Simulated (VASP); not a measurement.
# Ti3H in VASP: a series of runs, part 2 of 2

VASP 6.6.1.

**3. Single point, PBE**

Contents of INCAR:

```
SYSTEM = Ti3H
PREC = Accurate
ENCUT = 520
EDIFF = 1E-6
ISMEAR = 0
SIGMA = 0.1
LREAL = .FALSE.
LASPH = .TRUE.
NELM = 80
ALGO = Normal
ISIF = 2
LWAVE = .FALSE.
LCHARG = .TRUE.
LDIPOL = .TRUE.
IDIPOL = 3
DIPOL = 0.5 0.5 0.315
GGA = PE
LELF = .TRUE.
LVHAR = .TRUE.
LVACPOTAV = .TRUE.
NBANDS = 47
```

Contents of KPOINTS:

```
regular mesh
0
G
  6 6 1
  0 0 0
```

Contents of POSCAR:

```
Ti3H
1.0
    4.6037402166      0.0000000000      0.0000000000
   -2.3018701083      3.9869559800      0.0000000000
    0.0000000000      0.0000000000     22.4968207969
Ti H
6 2
Direct
    0.6666666667      0.3333333333      0.1778029010
    0.3333333333      0.6666666667      0.2195747826
    0.0000000000      0.0000000000      0.2613466643
    0.6666666667      0.3333333333      0.2980472831
    0.3333333333      0.6666666667      0.3304570154
    0.0000000000      0.0000000000      0.3776898467
    0.2925754216      0.7074245784      0.4261411372
    0.3740912451      0.6259087549      0.4261411372
```

Potentials or basis: VASP PAW PBE potentials, release 64 (Ti_sv, H).

Started as:

```
$ cat potpaw_PBE.64/Ti_sv/POTCAR potpaw_PBE.64/H/POTCAR > POTCAR
$ mpirun -np 1 vasp_std > vasp.out
```

OUTCAR:

```text
SYSTEM = Ti3H
   PREC = Accurate
   ENCUT = 520
   EDIFF = 1E-6
   ISMEAR = 0
   LREAL = .FALSE.
   LASPH = .TRUE.
   NELM = 80
   ISIF = 2
   GGA = PE

 ion  position               nearest neighbor table
   1  0.667  0.333  0.178-   4 2.71   2 2.82   2 2.82   2 2.82
   2  0.333  0.667  0.220-   5 2.49   1 2.82   1 2.82   3 2.82   1 2.82   3 2.82   3 2.82
   3  0.000  0.000  0.261-   6 2.62   4 2.78   4 2.78   4 2.78   2 2.82   2 2.82   2 2.82
   4  0.667  0.333  0.298-   1 2.71   5 2.76   5 2.76   5 2.76   3 2.78   3 2.78   3 2.78
   5  0.333  0.667  0.330-   2 2.49   4 2.76   4 2.76   4 2.76   6 2.86   6 2.86   6 2.86
   6  0.000  0.000  0.378-   3 2.62   5 2.86   5 2.86   5 2.86
   7  0.293  0.707  0.426-   8 0.65
   8  0.374  0.626  0.426-   7 0.65

  LATTYP: Found a hexagonal cell.
 ALAT       =     4.6037402166
 C/A-ratio  =     4.8866399359

  Lattice vectors:

 A1 = (   4.6037402166,   0.0000000000,   0.0000000000)
 A2 = (  -2.3018701083,   3.9869559800,   0.0000000000)
 A3 = (   0.0000000000,   0.0000000000,  22.4968207969)

Analysis of symmetry for initial positions (statically):
=====================================================================
 Subroutine PRICEL returns:
 Original cell was already a primitive cell.

 Routine SETGRP: Setting up the symmetry group for a
 hexagonal supercell.

 Subroutine GETGRP returns: Found  2 space group operations
 (whereof  2 operations were pure point group operations)
 out of a pool of 24 trial point group operations.

The static configuration has the point symmetry C_1h.

Analysis of symmetry for dynamics (positions and initial velocities):
=====================================================================
 Subroutine PRICEL returns:
 Original cell was already a primitive cell.

 Routine SETGRP: Setting up the symmetry group for a
 hexagonal supercell.

[... 132 lines left out ...]
   IVDW    =     0    specifies the selected vdW correction
   LEPSILON=     F    determine dielectric tensor
   LRPA    =     F    only Hartree local field effects (RPA)
 non-spin polarized calculation
 Gauss-broadening in eV      SIGMA  =   0.10
  energy-cutoff  :      520.00
  volume of cell :      412.93
 maximum number of plane-waves:     11163
 NGX is ok and might be reduce to    36
   NGX = 17   NGY = 17   NGZ = 83

 dipolmoment           0.000000      0.000000      0.132914 electrons x Angstroem

 number of electron      73.9999981 magnetization

 dipolmoment           0.000000      0.000000     -0.081287 electrons x Angstroem

 Free energy of the ion-electron system (eV)
  ---------------------------------------------------
  ext. energy  EPLUGINS =         0.00000000
  ---------------------------------------------------
  free energy    TOTEN  =       -48.05236206 eV

  energy without entropy =      -47.96014353  energy(sigma->0) =      -48.00625280

 E-fermi :  -0.0089     XC(G=0):  -4.0313

 val. band max:       -0.0165772648   @ k =   0.1667   0.1667   0.0000
 cond. band min:      -0.0045651406   @ k =   0.5000   0.0000   0.0000
 fundamental gap:      0.0120121242
 Fermi energy:        -0.0089214737

 k-point     1 :       0.0000    0.0000    0.0000
  band No.  band energies     occupation
      1     -57.0822      2.00000
      2     -57.0039      2.00000
      3     -56.5176      2.00000
      4     -56.4002      2.00000
      5     -56.3497      2.00000
      6     -56.2553      2.00000
[... 639 lines left out ...]
     46       1.3878      0.00000
     47       1.4737      0.00000

------------------------ aborting loop because EDIFF is reached ----------------------------------------

  FORCE on cell =-STRESS in cart. coord.  units (eV):
  Direction    XX          YY          ZZ          XY          YZ          ZX
  --------------------------------------------------------------------------------------
  -------------------------------------------------------------------------------------
  Total        0.4275796     -1.8715278     -1.3836695     -1.9910854     -0.1206174      0.2089154
  in kB        1.6590298     -7.2616190     -5.3687050     -7.7255085     -0.4680014      0.8106019
  external PRESSURE =      -3.6570981 kB  Pullay stress =       0.0000000 kB

 VOLUME and BASIS-vectors are now :
 -----------------------------------------------------------------------------
  energy-cutoff  :      520.00
  volume of cell :      412.93
      direct lattice vectors                 reciprocal lattice vectors
     4.603740217  0.000000000  0.000000000     0.217214689  0.125408959  0.000000000
    -2.301870108  3.986955980  0.000000000     0.000000000  0.250817918  0.000000000
     0.000000000  0.000000000 22.496820797     0.000000000  0.000000000  0.044450725

 POSITION                                       TOTAL-FORCE (eV/Angst)
 -----------------------------------------------------------------------------------
      2.30187      1.32899      4.00000         0.001706     -0.000985      0.028214
     -0.00000      2.65797      4.93973        -0.009021      0.005208      0.244443
      0.00000      0.00000      5.87947        -0.016848      0.009727     -0.315705
      2.30187      1.32899      6.70512        -0.000299      0.000172     -0.076027
     -0.00000      2.65797      7.43423        -0.029202      0.016860      1.020739
      0.00000      0.00000      8.49682        -0.046249      0.026702     -0.712866
     -0.28146      2.82047      9.58682        -5.662378      3.269175     -0.087517
      0.28146      2.49547      9.58682         5.762291     -3.326860     -0.101280
 -----------------------------------------------------------------------------------
    total drift:                                0.000011     -0.000006      0.000970

  FREE ENERGIE OF THE ION-ELECTRON SYSTEM (eV)
  ---------------------------------------------------
  free  energy   TOTEN  =       -48.0523620629 eV

  energy  without entropy=      -47.9601435319  energy(sigma->0) =      -48.00625280

 vacuum level on the upper side and lower side of the slab         2.623         3.427
```

OSZICAR:

```text
N       E                     dE             d eps       ncg     rms          rms(c)
DAV:   1     0.830417564505E+03    0.83042E+03   -0.39681E+04  1566   0.147E+03
DAV:   2     0.613828712365E+02   -0.76903E+03   -0.75284E+03  1300   0.471E+02
DAV:   3    -0.391648579948E+02   -0.10055E+03   -0.98869E+02  2005   0.149E+02
[... 22 lines left out ...]
DAV:  26    -0.480523393789E+02   -0.35593E-04   -0.25178E-05  1476   0.247E-02    0.111E-02
DAV:  27    -0.480523559666E+02   -0.16588E-04   -0.11702E-05  1340   0.219E-02    0.379E-03
DAV:  28    -0.480523605424E+02   -0.45758E-05   -0.25280E-06  1020   0.805E-03    0.238E-03
DAV:  29    -0.480523625995E+02   -0.20571E-05   -0.11442E-06   996   0.541E-03    0.142E-03
DAV:  30    -0.480523620629E+02    0.53656E-06   -0.70932E-07   988   0.423E-03
   1 F= -.48052362E+02 E0= -.48006253E+02  d E =-.922185E-01
```

stdout:

```text
POSCAR found type information on POSCAR TiH
 POSCAR found :  2 types and       8 ions
 scaLAPACK will be used
 LDA part: xc-table for (Slater+PW92), standard interpolation
 POSCAR, INCAR and KPOINTS ok, starting setup
 FFT: planning ... GRIDC
 FFT: planning ... GRID_SOFT
 FFT: planning ... GRID
 WAVECAR not read
 entering main loop
 -----------------------------------------------------------------------------
|                                                                             |
|           W    W    AA    RRRRR   N    N  II  N    N   GGGG   !!!           |
|           W    W   A  A   R    R  NN   N  II  NN   N  G    G  !!!           |
|           W    W  A    A  R    R  N N  N  II  N N  N  G       !!!           |
|           W WW W  AAAAAA  RRRRR   N  N N  II  N  N N  G  GGG   !            |
|           WW  WW  A    A  R   R   N   NN  II  N   NN  G    G                |
|           W    W  A    A  R    R  N    N  II  N    N   GGGG   !!!           |
|                                                                             |
|     Did not find any points to average over, which means that no vacuum     |
|     field-free region was found. Please increase the size of  your cell     |
|     in the dimension of the dipole correction to obtain accurate            |
|     workfunction values.                                                    |
|                                                                             |
 -----------------------------------------------------------------------------
```

It took 5.5 min on 1 thread of AMD EPYC 9R45 (Zen 5), shared host; peak memory 0.53 GiB.

What came out:

| Item | Value |
| --- | --- |
| Free energy | -48.0524 eV |
| Largest force | 6.654 eV/Å |
| Band gap on the k mesh | zero (bands 37 and 38 overlap by 0.22 eV) |

Forces in eV/Å, atoms in the order of the input:
```
Ti   0.002 -0.001  0.028
Ti  -0.009  0.005  0.244
Ti  -0.017  0.010 -0.316
Ti   0.000  0.000 -0.076
Ti  -0.029  0.017  1.021
Ti  -0.046  0.027 -0.713
H   -5.662  3.269 -0.088
H    5.762 -3.327 -0.101
```

**4. Single point, PBE**

Contents of INCAR:

```
PREC = Accurate ; ENCUT = 520
EDIFF = 1E-6 ; ISMEAR = 0
SIGMA = 0.1 ; LREAL = F
LASPH = T ; NELM = 80
ALGO = Normal ; ISIF = 2
LWAVE = F ; LCHARG = F
LDIPOL = T ; IDIPOL = 3
DIPOL = 0.5 0.5 0.322 ; GGA = PE
NBANDS = 47
```

Contents of KPOINTS:

```
regular mesh
0
Gamma
  6 6 1
```

Edit POSCAR of step 3 so:

```diff
@@ -14,3 +14,3 @@
     0.0000000000      0.0000000000      0.3776898467
-    0.2925754216      0.7074245784      0.4261411372
-    0.3740912451      0.6259087549      0.4261411372
+    0.2925754216      0.7074245784      0.4545896013
+    0.3740912451      0.6259087549      0.4545896013
```

Started as:

```
$ cat potpaw_PBE.64/Ti_sv/POTCAR potpaw_PBE.64/H/POTCAR > POTCAR
$ mpirun -np 1 vasp_std > vasp.out
```

It took 6 min on 1 thread of AMD EPYC 9R45 (Zen 5), shared host; peak memory 0.53 GiB.

The run converged. Its results:

```
Free energy            : -48.0427 eV
Largest force          : 5.409 eV/Å
Band gap on the k mesh : zero (bands 37 and 38 overlap by 0.26 eV)
```

Forces on the atoms (eV/Å):
```
Ti   0.005 -0.003  0.112
Ti  -0.005  0.003  0.451
Ti  -0.006  0.004 -0.386
Ti  -0.001  0.000  0.020
Ti  -0.001  0.000  0.145
Ti  -0.046  0.027 -0.541
H   -4.630  2.673  0.105
H    4.684 -2.704  0.094
```

Levels at points of the mesh, in eV from the Fermi level:
| k point | band 35 | band 36 | band 37 | band 38 | band 39 | band 40 |
| --- | --- | --- | --- | --- | --- | --- |
| (0.00, 0.00, 0.00) | -0.46 | -0.28 | -0.25 | -0.16 | 0.01 | 0.01 |
| (0.50, 0.00, 0.00) | -0.32 | -0.26 | -0.09 | 0.03 | 0.24 | 0.37 |
| (0.50, 0.50, 0.00) | -0.32 | -0.26 | -0.09 | 0.03 | 0.23 | 0.38 |

**5. Single point, PBE**

Contents of INCAR:

```
SYSTEM = Ti3H
PREC = Accurate
ENCUT = 520
EDIFF = 1E-6
ISMEAR = 0
SIGMA = 0.1
LREAL = .FALSE.
LASPH = .TRUE.
NELM = 80
ALGO = Normal
ISIF = 2
LWAVE = .FALSE.
LCHARG = .FALSE.
LDIPOL = .TRUE.
IDIPOL = 3
DIPOL = 0.5 0.5 0.331
GGA = PE
NBANDS = 47
```

Contents of KPOINTS:

```
regular mesh
0
G
  6 6 1
  0 0 0
```

Edit POSCAR of step 4 so:

```diff
@@ -14,3 +14,3 @@
     0.0000000000      0.0000000000      0.3776898467
-    0.2925754216      0.7074245784      0.4545896013
-    0.3740912451      0.6259087549      0.4545896013
+    0.2925754216      0.7074245784      0.4932617323
+    0.3740912451      0.6259087549      0.4932617323
```

Started as:

```
$ cat potpaw_PBE.64/Ti_sv/POTCAR potpaw_PBE.64/H/POTCAR > POTCAR
$ mpirun -np 1 vasp_std > vasp.out
```

It took 6.4 min on 1 thread of AMD EPYC 9R45 (Zen 5), shared host; peak memory 0.53 GiB.

Results (log left out):

| Quantity | Value |
| --- | --- |
| Free energy | -48.2381 eV |
| Largest force | 4.927 eV/Å |
| Band gap on the k mesh | zero (bands 37 and 38 overlap by 0.25 eV) |

Forces in eV/Å, atoms in the order of the input:
```
Ti   0.001 -0.001  0.135
Ti  -0.001  0.001  0.501
Ti  -0.001  0.001 -0.541
Ti   0.000  0.000 -0.004
Ti   0.001  0.000 -0.042
Ti  -0.017  0.010 -0.201
H   -4.249  2.453  0.077
H    4.267 -2.463  0.075
```

Levels at points of the mesh, in eV from the Fermi level:
```csv
k point,band 34,band 35,band 36,band 37,band 38,band 39,band 40,band 41
"(0.00, 0.00, 0.00)",-0.45,-0.45,-0.18,-0.17,-0.14,0.03,0.03,0.55
"(0.50, 0.00, 0.00)",-0.37,-0.31,-0.26,-0.11,0.05,0.12,0.40,0.60
"(0.50, 0.50, 0.00)",-0.37,-0.32,-0.27,-0.11,0.05,0.12,0.40,0.58
```

**6. Summary**

```tsv
cell	gap on the mesh (eV)	largest force (eV/Å)
as given, atomic positions A	none	9.05
as given, atomic positions B	none	6.65
as given, atomic positions C	none	5.41
as given, atomic positions D	none	4.93
```

Alike in all rows: task single point; level PBE; potentials or basis VASP PAW PBE potentials, release 64 (Ti_sv, H); no spin polarisation; k mesh 6 × 6 × 1; cutoff (eV) 520; smearing gaussian 0.1 eV.

Absolute energies hang on the potentials; compare differences alone.

The gap in the log of VASP goes by the Fermi energy; the results here count the filled bands.